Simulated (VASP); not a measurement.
A run of VASP 6.6.1 is set up as follows.

File INCAR:

```
SYSTEM = SbPd3
PREC = Accurate ; ENCUT = 500
EDIFF = 1E-6 ; ISMEAR = 1
SIGMA = 0.15 ; LREAL = .False.
LASPH = .True. ; NELM = 120
ALGO = Normal ; ISIF = 2
LWAVE = .False. ; LCHARG = .True.
GGA = CA ; LELF = .True.
LVHAR = .True. ; NBANDS = 26
GGA_COMPAT = .False.
```

KPOINTS

```
Automatic mesh
0
Gamma
  6 6 6
  0 0 0
```

POSCAR

```
SbPd3
1.0
    0.0000000000      3.1938781700      3.1938781700
    3.1938781700      0.0000000000      3.1938781700
    3.1938781700      3.1938781700      0.0000000000
Sb Pd
1 3
Direct
    0.5000000000      0.5000000000      0.5000000000
    0.7500000000      0.7500000000      0.7500000000
    0.2500000000      0.2500000000      0.2500000000
    0.0000000000      0.0000000000      0.0000000000
```

Potentials or basis: VASP PAW LDA potentials, release 64 (Sb, Pd).

Run with:

```bash
$ cat potpaw_LDA.64/Sb/POTCAR potpaw_LDA.64/Pd/POTCAR > POTCAR
$ mpirun -np 1 vasp_std > vasp.out
```

Predict the band gap on the k mesh.

zero (an odd number of electrons rules out a gap without spin polarisation).

Estimate the pressure.

-8.1 GPa.

Caveat: the cell stands under tension; spin-orbit coupling is left out, which moves the levels of the heavy elements.
